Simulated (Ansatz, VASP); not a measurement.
One calculation of Mg2ZnS3, two programs

INCAR

```
  PREC = Accurate
  ENCUT = 600
  EDIFF = 1E-6
  ISMEAR = 0
  SIGMA = 0.02
  LREAL = F
  LASPH = T
  NELM = 80
  ALGO = Normal
  ISIF = 3
  LWAVE = F
  LCHARG = F
  GGA = PE
  IBRION = 2
  NSW = 100
  EDIFFG = -0.01
```

File KPOINTS:

```
Automatic mesh
0
Gamma
  6 6 4
```

File POSCAR:

```
Mg2ZnS3
1.0
    6.8949669819      0.0000000000      0.0000000000
   -3.4474834909      5.9712165645      0.0000000000
    0.0000000000      0.0000000000      6.4491121396
Mg Zn S
4 2 6
Direct
    0.3368003894      0.3368003894      0.0027822027
    0.0000000000      0.6631996106      0.0027822027
    0.6631996106      0.0000000000      0.0027822027
    0.0000000000      0.0000000000      0.5042089881
    0.6666666667      0.3333333333      0.5046589557
    0.3333333333      0.6666666667      0.5046589557
    0.3442357702      0.3442357702      0.3866365918
    0.0000000000      0.6557642298      0.3866365918
    0.6557642298      0.0000000000      0.3866365918
    0.6666666667      0.3333333333      0.8710519733
    0.3333333333      0.6666666667      0.8710519733
    0.0000000000      0.0000000000      0.8861127104
```

Input for Ansatz:

```yaml
crystal:
  lattice:
    - [6.8949669819, 0.0, 0.0]
    - [-3.4474834909, 5.9712165645, 0.0]
    - [0.0, 0.0, 6.4491121396]
  atoms:
    - { symbol: Mg, position: [0.3368003894, 0.3368003894, 0.0027822027] }
    - { symbol: Mg, position: [0.0, 0.6631996106, 0.0027822027] }
    - { symbol: Mg, position: [0.6631996106, 0.0, 0.0027822027] }
    - { symbol: Mg, position: [0.0, 0.0, 0.5042089881] }
    - { symbol: Zn, position: [0.6666666667, 0.3333333333, 0.5046589557] }
    - { symbol: Zn, position: [0.3333333333, 0.6666666667, 0.5046589557] }
    - { symbol: S, position: [0.3442357702, 0.3442357702, 0.3866365918] }
    - { symbol: S, position: [0.0, 0.6557642298, 0.3866365918] }
    - { symbol: S, position: [0.6557642298, 0.0, 0.3866365918] }
    - { symbol: S, position: [0.6666666667, 0.3333333333, 0.8710519733] }
    - { symbol: S, position: [0.3333333333, 0.6666666667, 0.8710519733] }
    - { symbol: S, position: [0.0, 0.0, 0.8861127104] }
basis:
  ecutwfc: 420
kpoints:
  mp_grid: { grid: [6, 6, 4] }
hamiltonian:
  xc: pbe
scf:
  occupations: { method: gaussian, width: 0.02 }
output:
  forces: true
  stress: true
  eigenvalues: true
relax:
  adjacent_minimum: "off"
  f_tol: 0.01
  max_steps: 80
  cell: { stress_tol: 0.05 }
```

Alike in both runs: task relaxation of cell and atoms; functional PBE; k mesh 6 × 6 × 4; occupations gaussian, width 0.02 eV; no spin polarisation.

```csv
,VASP,Ansatz
version,VASP 6.6.1,Ansatz 0.2.0
potentials or method,"VASP PAW PBE potentials, release 64 (Mg, Zn, S), cutoff 600 eV","scalar-relativistic, plane waves, PAW"
valence electrons in the cell,68,100
```

Ansatz gave:

* gap on the k mesh at the Fermi level, each at its own relaxed structure (eV): 2.81
* relaxed volume (Å³/atom): 22.13
* relaxed length of the cell vector where the two differ most in proportion (Å): 6.449

Q: Which values does VASP return?

A: gap on the k mesh at the Fermi level, each at its own relaxed structure (eV): 2.82; relaxed volume (Å³/atom): 22.10; relaxed length of the cell vector where the two differ most in proportion (Å): 6.446.

VASP's potentials hold 68 valence electrons a cell and Ansatz's 100, so a difference there can come from the potentials and not from the codes.
